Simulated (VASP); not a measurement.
S: relaxation of cell and atoms with PBEsol

S:

```
CELL_PARAMETERS angstrom
1.66500 1.66500 1.66500
-1.66500 1.66500 1.66500
-1.66500 -1.66500 1.66500
ATOMIC_POSITIONS crystal
S 0.00000 0.00000 0.00000
```

```
Program                : VASP 6.6.1
Task                   : relaxation of cell and atoms
Functional             : PBEsol
Potentials or basis    : VASP PAW PBE potentials, release 64 (S)
Cutoff                 : 600 eV
k mesh                 : 7 × 7 × 7
Occupations            : methfessel-paxton, width 0.02 eV
Spin                   : no spin polarisation
Target pressure        : 30 GPa
Dipole correction      : no
Further INCAR settings : ALGO = Normal; EDIFF = 1e-06; IBRION = 2; EDIFFG = -0.02; NSW = 60; ISIF = 3
```

| Property | Result |
| --- | --- |
| Relaxed volume | 12.04 Å³/atom |
| Relaxed cell | a = 2.501 Å, b = 2.501 Å, c = 2.501 Å, α = 70.53°, β = 109.47°, γ = 70.53° |
| Space group after relaxing (to 0.05 Å) | Im-3m (No. 229) |
| Energy change on relaxing (the enthalpy is what falls) | -48.7 meV/atom |
| Ionic steps | 5 |
| Pressure after relaxing | 30.1 GPa |
| Band gap on the k mesh | zero (band 3 reaches 16.90 eV, above the bottom of band 4 at 7.58 eV) |

Step by step:
| step | energy change (eV) | largest force (eV/Å) | pressure (GPa) | volume (Å³) |
| --- | --- | --- | --- | --- |
| 1 | 0.0000 | 0.0000 | -15.54 | 18.46 |
| 2 | 2.8036 | 0.0000 | 232.03 | 7.69 |
| 3 | -0.1393 | 0.0000 | 20.21 | 12.62 |
| 4 | -0.0775 | 0.0000 | 27.11 | 12.20 |
| 5 | -0.0487 | 0.0000 | 30.07 | 12.04 |

Final structure:
```yaml
crystal:
  lattice:
    - [1.44393, 1.44393, 1.44393]
    - [-1.44393, 1.44393, 1.44393]
    - [-1.44393, -1.44393, 1.44393]
  atoms:
    - { symbol: S, position: [0.00000, 0.00000, 0.00000] }
```

Levels at points of the mesh, in eV from the Fermi level:
```csv
k point,band 1,band 2,band 3,band 4,band 5,band 6,band 7
"(0.00, 0.00, 0.00)",-20.50,4.44,4.44,4.44,12.04,12.04,12.04
```

It took 7 s on 1 thread of Intel Xeon 6975P-C, on a shared host, peak memory 0.14 GiB.

Caveat: the k points lie up to 0.44 Å⁻¹ apart in the final cell; the cell is relaxed towards a set pressure, so the enthalpy falls and the energy may rise; the volume moved by over 15 % at a fixed basis, so the end points are rough; the PAW data sets were made with another functional, which shifts forces and pressure a little.
